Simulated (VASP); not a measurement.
Input of a VASP 6.6.1 run:

INCAR

```
SYSTEM = WS2
PREC = Accurate
ENCUT = 600
EDIFF = 1E-7
ISMEAR = -1
SIGMA = 0.05
LREAL = .FALSE.
LASPH = .TRUE.
NELM = 60
ALGO = Normal
ISIF = 3
LWAVE = .FALSE.
LCHARG = .FALSE.
GGA = PS
IVDW = 12
IBRION = 2
NSW = 60
EDIFFG = -0.01
```

The input KPOINTS:

```
regular mesh
0
G
  10 10 3
  0 0 0
```

POSCAR

```
WS2
1.0
    3.1800000000      0.0000000000      0.0000000000
   -1.5900000000      2.7539607840      0.0000000000
    0.0000000000      0.0000000000     12.5000000000
W S
2 4
Direct
    0.6666666667      0.3333333333      0.7500000000
    0.3333333333      0.6666666667      0.2500000000
    0.6666666667      0.3333333333      0.3750000000
    0.3333333333      0.6666666667      0.8750000000
    0.6666666667      0.3333333333      0.1250000000
    0.3333333333      0.6666666667      0.6250000000
```

Potentials or basis: VASP PAW PBE potentials, release 64 (W_sv, S).

The run is started by

```sh
$ cat potpaw_PBE.64/W_sv/POTCAR potpaw_PBE.64/S/POTCAR > POTCAR
$ mpirun -np 1 vasp_std > vasp.out
```

Task: Estimate the relaxed cell.

Result: a = 3.115 Å, b = 3.115 Å, c = 11.789 Å, α = 90.00°, β = 90.00°, γ = 120.00°.

Task: What does it give for the dispersion energy per atom?

Result: -0.415 eV.

Final structure:
```xyz
6
Lattice="3.1152 0.0000 0.0000 -1.5576 2.6978 0.0000 0.0000 0.0000 11.7893" Properties=species:S:1:pos:R:3 pbc="T T T"
W     1.5576    0.8993    8.8420
W     0.0000    1.7985    2.9473
S     1.5576    0.8993    4.5203
S     0.0000    1.7985   10.4150
S     1.5576    0.8993    1.3743
S     0.0000    1.7985    7.2689
```
